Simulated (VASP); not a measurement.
# Al9Ru7 (a cell with a defect) in VASP: single point with PBE

Aim: the single point of Al9Ru7 (a cell with a defect) with PBE.

Program: VASP 6.6.1. These are calculated values, not measurements. Logs are shortened: lines on timing, memory, paths and dates and some standing lists are left out, and cuts for length are marked.

### Step 1. The cell of the first run

The cell holds a defect, 16 atoms: a = 6.008 Å, b = 6.008 Å, c = 6.008 Å, α = 90.00°, β = 90.00°, γ = 90.00°.

### Step 2. Single point, PBE

Input file INCAR:

```
ALGO     = Normal         # electronic algorithm
EDIFF    = 1E-6           # SCF threshold, eV
ENCUT    = 420            # plane-wave cutoff, eV
GGA      = PE             # functional
GGA_COMPAT= False        
ISIF     = 2              # what is computed and relaxed
ISMEAR   = 0              # smearing method
LASPH    = True           # aspherical terms in the spheres
LCHARG   = True           # write CHGCAR
LELF     = True           # ELF
LREAL    = Auto         
LVHAR    = True         
LWAVE    = False          # write WAVECAR
NBANDS   = 84             # bands
NELM     = 120            # most SCF steps
PREC     = Accurate       # precision mode
SIGMA    = 0.1            # smearing width, eV
```

Input file KPOINTS:

```
k-points
0
Gamma
  1 1 1
```

Input file POSCAR:

```
Al9Ru7
1.0
    6.0083537092      0.0000000000      0.0000000000
    0.0000000000     -6.0083537092      0.0000000000
    0.0000000000      0.0000000000     -6.0083537092
Al Ru
9 7
Direct
    0.0000000000      0.0000000000      0.0000000000
    0.0000000000      0.0000000000      0.5000000000
    0.0000000000      0.5000000000      0.0000000000
    0.0000000000      0.5000000000      0.5000000000
    0.5000000000      0.0000000000      0.0000000000
    0.5000000000      0.0000000000      0.5000000000
    0.5000000000      0.5000000000      0.0000000000
    0.5000000000      0.5000000000      0.5000000000
    0.2500000000      0.2500000000      0.2500000000
    0.2500000000      0.2500000000      0.7500000000
    0.2500000000      0.7500000000      0.2500000000
    0.2500000000      0.7500000000      0.7500000000
    0.7500000000      0.2500000000      0.2500000000
    0.7500000000      0.2500000000      0.7500000000
    0.7500000000      0.7500000000      0.2500000000
    0.7500000000      0.7500000000      0.7500000000
```

Potentials or basis: VASP PAW PBE potentials, release 64 (Al, Ru_sv).

The run is started by

```bash
$ cat potpaw_PBE.64/Al/POTCAR potpaw_PBE.64/Ru_sv/POTCAR > POTCAR
$ mpirun -np 1 vasp_gam > vasp.out
```

OUTCAR:

```text
EDIFF = 1E-6
   ENCUT = 420
   GGA = PE
   ISIF = 2
   ISMEAR = 0
   LASPH = True
   LREAL = Auto
   NELM = 120
   PREC = Accurate

 ion  position               nearest neighbor table
   1  0.000  0.000  0.000-   9 2.60  10 2.60  11 2.60  12 2.60  13 2.60  14 2.60  15 2.60  16 2.60
                             5 3.00   2 3.00   3 3.00   2 3.00   3 3.00   5 3.00
   2  0.000  0.000  0.500-   9 2.60  10 2.60  11 2.60  12 2.60  13 2.60  14 2.60  15 2.60  16 2.60
                             6 3.00   1 3.00   4 3.00   1 3.00   4 3.00   6 3.00
   3  0.000  0.500  0.000-   9 2.60  10 2.60  11 2.60  12 2.60  13 2.60  14 2.60  15 2.60  16 2.60
                             7 3.00   1 3.00   4 3.00   4 3.00   1 3.00   7 3.00
   4  0.000  0.500  0.500-   9 2.60  10 2.60  11 2.60  12 2.60  13 2.60  14 2.60  15 2.60  16 2.60
                             8 3.00   2 3.00   3 3.00   3 3.00   2 3.00   8 3.00
   5  0.500  0.000  0.000-   9 2.60  10 2.60  11 2.60  12 2.60  13 2.60  14 2.60  15 2.60  16 2.60
                             7 3.00   1 3.00   6 3.00   6 3.00   7 3.00   1 3.00
   6  0.500  0.000  0.500-   9 2.60  10 2.60  11 2.60  12 2.60  13 2.60  14 2.60  15 2.60  16 2.60
                             8 3.00   2 3.00   5 3.00   5 3.00   8 3.00   2 3.00
   7  0.500  0.500  0.000-   9 2.60  10 2.60  11 2.60  12 2.60  13 2.60  14 2.60  15 2.60  16 2.60
                             8 3.00   3 3.00   5 3.00   8 3.00   5 3.00   3 3.00
   8  0.500  0.500  0.500-   9 2.60  10 2.60  11 2.60  12 2.60  13 2.60  14 2.60  15 2.60  16 2.60
                             7 3.00   4 3.00   6 3.00   7 3.00   6 3.00   4 3.00
   9  0.250  0.250  0.250-   1 2.60   2 2.60   3 2.60   4 2.60   5 2.60   6 2.60   7 2.60   8 2.60
                            10 3.00  11 3.00  13 3.00  10 3.00  11 3.00  13 3.00
  10  0.250  0.250  0.750-   1 2.60   2 2.60   3 2.60   4 2.60   5 2.60   6 2.60   7 2.60   8 2.60
                             9 3.00   9 3.00
  11  0.250  0.750  0.250-   1 2.60   2 2.60   3 2.60   4 2.60   5 2.60   6 2.60   7 2.60   8 2.60
                             9 3.00   9 3.00
  12  0.250  0.750  0.750-   1 2.60   2 2.60   3 2.60   4 2.60   5 2.60   6 2.60   7 2.60   8 2.60

  13  0.750  0.250  0.250-   1 2.60   2 2.60   3 2.60   4 2.60   5 2.60   6 2.60   7 2.60   8 2.60
                             9 3.00   9 3.00
  14  0.750  0.250  0.750-   1 2.60   2 2.60   3 2.60   4 2.60   5 2.60   6 2.60   7 2.60   8 2.60

  15  0.750  0.750  0.250-   1 2.60   2 2.60   3 2.60   4 2.60   5 2.60   6 2.60   7 2.60   8 2.60

  16  0.750  0.750  0.750-   1 2.60   2 2.60   3 2.60   4 2.60   5 2.60   6 2.60   7 2.60   8 2.60

  LATTYP: Found a simple cubic cell.
 ALAT       =     6.0083537092

  Lattice vectors:

 A1 = (   6.0083537092,   0.0000000000,   0.0000000000)
 A2 = (   0.0000000000,  -6.0083537092,   0.0000000000)
 A3 = (   0.0000000000,   0.0000000000,  -6.0083537092)

Analysis of symmetry for initial positions (statically):
=====================================================================
 Subroutine PRICEL returns:
 Original cell was already a primitive cell.

 Routine SETGRP: Setting up the symmetry group for a
 simple cubic supercell.

 Subroutine GETGRP returns: Found 48 space group operations
 (whereof  6 operations were pure point group operations)
 out of a pool of 48 trial point group operations.

The static configuration has the point symmetry C_3v.
 The point group associated with its full space group is O_h .

Analysis of symmetry for dynamics (positions and initial velocities):
=====================================================================
 Subroutine PRICEL returns:
 Original cell was already a primitive cell.

 Routine SETGRP: Setting up the symmetry group for a
 simple cubic supercell.

 Subroutine GETGRP returns: Found 48 space group operations
 (whereof  6 operations were pure point group operations)
 out of a pool of 48 trial point group operations.

The dynamic configuration has the point symmetry C_3v.
 The point group associated with its full space group is O_h .

 Subroutine INISYM returns: Found 48 space group operations
 (whereof  6 operations are pure point group operations),
 and found     1 'primitive' translations

----------------------------------------------------------------------------------------

                                     Primitive cell

  volume of cell :     216.9035

  direct lattice vectors                    reciprocal lattice vectors
     6.008353709  0.000000000  0.000000000     0.166434942  0.000000000  0.000000000
     0.000000000 -6.008353709  0.000000000     0.000000000 -0.166434942  0.000000000
     0.000000000  0.000000000 -6.008353709     0.000000000  0.000000000 -0.166434942

  length of vectors
     6.008353709  6.008353709  6.008353709     0.166434942  0.166434942  0.166434942

  position of ions in fractional coordinates (direct lattice)
     0.000000000  0.000000000  0.000000000
     0.000000000  0.000000000  0.500000000
     0.000000000  0.500000000  0.000000000
     0.000000000  0.500000000  0.500000000
     0.500000000  0.000000000  0.000000000
     0.500000000  0.000000000  0.500000000
[... 8 lines left out ...]
     0.750000000  0.750000000  0.250000000
     0.750000000  0.750000000  0.750000000

  ion indices of the primitive-cell ions
   primitive index   ion index
                 1           1
                 2           2
                 3           3
                 4           4
                 5           5
                 6           6
[... 8 lines left out ...]
                15          15
                16          16

----------------------------------------------------------------------------------------

 KPOINTS: k-points

Automatic generation of k-mesh.
 Grid dimensions read from file:
 generate k-points for:    1    1    1

 Generating k-lattice:

  Cartesian coordinates                     Fractional coordinates (reciprocal lattice)
     0.166434942  0.000000000  0.000000000     1.000000000  0.000000000  0.000000000
     0.000000000 -0.166434942  0.000000000     0.000000000  1.000000000  0.000000000
     0.000000000  0.000000000 -0.166434942     0.000000000  0.000000000  1.000000000

  Length of vectors
     0.166434942  0.166434942  0.166434942

  Shift w.r.t. Gamma in fractional coordinates (k-lattice)
     0.000000000  0.000000000  0.000000000

 Subroutine IBZKPT returns following result:
 ===========================================

 Found      1 irreducible k-points:

 Following reciprocal coordinates:
            Coordinates               Weight
  0.000000  0.000000  0.000000      1.000000
   k-points           NKPTS =      1   k-points in BZ     NKDIM =      1   number of bands    NBANDS=     84
   number of dos      NEDOS =    301   number of ions     NIONS =     16
   total plane-waves  NPLWV =  64000
   dimension x,y,z NGX =    40 NGY =   40 NGZ =   40
   dimension x,y,z NGXF=    80 NGYF=   80 NGZF=   80
   ions per type =               9   7
   NGX,Y,Z   is equivalent  to a cutoff of  11.07, 11.07, 11.07 a.u.
   NGXF,Y,Z  is equivalent  to a cutoff of  22.14, 22.14, 22.14 a.u.
 SYSTEM =  unknown system
   PREC   = accura    normal or accurate (medium, high low for compatibility)
   ISTART =      0    job   : 0-new  1-cont  2-samecut
   ICHARG =      2    charge: 1-file 2-atom 10-const
   ISPIN  =      1    spin polarized calculation?
   LNONCOLLINEAR =      F non collinear calculations
   LSORBIT =      F    spin-orbit coupling
   LASPH  =      T    aspherical Exc in radial PAW
   ENCUT  =  420.0 eV  30.87 Ry    5.56 a.u.  10.04 10.04 10.04*2*pi/ulx,y,z
   NELM   =    120;   NELMIN=  2; NELMDL= -5     # of ELM steps
   EDIFF  = 0.1E-05   stopping-criterion for ELM
   LREAL  =      T    real-space projection
   EDIFFG = 0.1E-04   stopping-criterion for IOM
   NSW    =      0    number of steps for IOM
   IBRION =     -1    ionic relax: 0-MD 1-quasi-New 2-CG
   NFREE  =      0    steps in history (QN), initial steepest desc. (CG)
   ISIF   =      2    stress and relaxation
   ISYM   =      2    0-nonsym 1-usesym 2-fastsym
   POTIM  = 0.5000    time-step for ionic-motion
   TEBEG  =    0.0;   TEEND  =   0.0 temperature during run
   PSTRESS=    0.0 pullay stress
   NELECT =     139.0000    total number of electrons
   NUPDOWN=      -1.0000    fix difference up-down
   EMIN   =  10.00;   EMAX   =-10.00  energy-range for DOS
   EFERMI =   0.00;   METHOD = LEGACY
   ISMEAR =     0;   SIGMA  =   0.10  broadening in eV -4-tet -1-fermi 0-gaus
   EFERMI_NEDOS =   21; number of points for ismear=-14 and -15
   IALGO  =     38    algorithm
   IMIX   =      4    mixing-type and parameters
     AMIX     =   0.40;   BMIX     =  1.00
     AMIX_MAG =   1.60;   BMIX_MAG =  1.00
  volume/ion in A,a.u.               =      13.56        91.48
  Fermi-wavevector in a.u.,A,eV,Ry     =   1.411424  2.667205 27.104420  1.992119
  Thomas-Fermi vector in A             =   2.533277
   LORBIT       =      0    0 simple, 1 ext, 2 COOP (PROOUT), +10 PAW based schemes
   GGA     = PE    functional components
   LHFCALC =     F    Hartree Fock is set to
   AEXX    =    0.0000 exact exchange contribution
   IVDW    =     0    specifies the selected vdW correction
   LEPSILON=     F    determine dielectric tensor
   LRPA    =     F    only Hartree local field effects (RPA)
 non-spin polarized calculation
 Gauss-broadening in eV      SIGMA  =   0.10
  energy-cutoff  :      420.00
  volume of cell :      216.90
 maximum number of plane-waves:      2085
   NGX = 21   NGY = 21   NGZ = 21

 number of electron     138.9999992 magnetization

 Free energy of the ion-electron system (eV)
  ---------------------------------------------------
  ext. energy  EPLUGINS =         0.00000000
  ---------------------------------------------------
  free energy    TOTEN  =      -105.96600978 eV

  energy without entropy =     -105.86000700  energy(sigma->0) =     -105.91300839

 E-fermi :  11.5276     XC(G=0): -12.3653

 val. band max:       11.4591993544   @ k =   0.0000   0.0000   0.0000
 cond. band min:      12.5709222564   @ k =   0.0000   0.0000   0.0000
 fundamental gap:      1.1117229019
 Fermi energy:        11.5275966620

 k-point     1 :       0.0000    0.0000    0.0000
  band No.  band energies     occupation
      1     -60.8825      2.00000
      2     -60.6658      2.00000
      3     -60.6654      2.00000
      4     -60.6654      2.00000
      5     -60.4556      2.00000
      6     -60.4556      2.00000
[... 73 lines left out ...]
     80      14.6646      0.00000
     81      14.9065      0.00000
 [bands above 81 left out]

------------------------ aborting loop because EDIFF is reached ----------------------------------------

  FORCE on cell =-STRESS in cart. coord.  units (eV):
  Direction    XX          YY          ZZ          XY          YZ          ZX
  --------------------------------------------------------------------------------------
  -------------------------------------------------------------------------------------
  Total        7.2698953      7.2698953      7.2698953     -0.0000000      0.0000000      0.0000000
  in kB       53.6997503     53.6997503     53.6997503     -0.0000000      0.0000000      0.0000000
  external PRESSURE =      53.6997503 kB  Pullay stress =       0.0000000 kB

 VOLUME and BASIS-vectors are now :
 -----------------------------------------------------------------------------
  energy-cutoff  :      420.00
  volume of cell :      216.90
      direct lattice vectors                 reciprocal lattice vectors
     6.008353709  0.000000000  0.000000000     0.166434942  0.000000000  0.000000000
     0.000000000 -6.008353709  0.000000000     0.000000000 -0.166434942  0.000000000
     0.000000000  0.000000000 -6.008353709     0.000000000  0.000000000 -0.166434942

 POSITION                                       TOTAL-FORCE (eV/Angst)
 -----------------------------------------------------------------------------------
      0.00000      0.00000      0.00000         0.020402     -0.020402     -0.020402
      0.00000      0.00000     -3.00418         0.020402     -0.020402      0.020402
      0.00000     -3.00418      0.00000         0.020402      0.020402     -0.020402
      0.00000     -3.00418     -3.00418         0.020402      0.020402      0.020402
      3.00418      0.00000      0.00000        -0.020402     -0.020402     -0.020402
      3.00418      0.00000     -3.00418        -0.020402     -0.020402      0.020402
[... 8 lines left out ...]
      4.50627     -4.50627     -1.50209        -0.000000     -0.000000     -0.000000
      4.50627     -4.50627     -4.50627        -0.000000      0.000000     -0.000000
 -----------------------------------------------------------------------------------
    total drift:                                0.000000     -0.000000     -0.000000

  FREE ENERGIE OF THE ION-ELECTRON SYSTEM (eV)
  ---------------------------------------------------
  free  energy   TOTEN  =      -105.9660097757 eV

  energy  without entropy=     -105.8600070009  energy(sigma->0) =     -105.91300839
```

Wall time 28 s (1 thread of AMD EPYC 7R43 (Zen 3), shared host); peak memory 0.19 GiB.

Results:

* Free energy: -105.9660 eV
* Pressure: 5.4 GPa
* Largest force: 0.035 eV/Å
* Band gap on the k mesh: zero (an odd number of electrons rules out a gap without spin polarisation)

Forces on the atoms (eV/Å):
```
Al   0.020 -0.020 -0.020
Al   0.020 -0.020  0.020
Al   0.020  0.020 -0.020
Al   0.020  0.020  0.020
Al  -0.020 -0.020 -0.020
Al  -0.020 -0.020  0.020
Al  -0.020  0.020 -0.020
Al  -0.020  0.020  0.020
Al   0.000  0.000  0.000
Ru   0.000  0.000  0.000
Ru   0.000  0.000  0.000
Ru   0.000  0.000  0.000
Ru   0.000  0.000  0.000
Ru   0.000  0.000  0.000
Ru   0.000  0.000  0.000
Ru   0.000  0.000  0.000
```

Caveat: the k points lie up to 1.05 Å⁻¹ apart, too coarse for converged energies and pressures of a metal.

The gap in the log of VASP goes by the Fermi energy; the results here count the filled bands.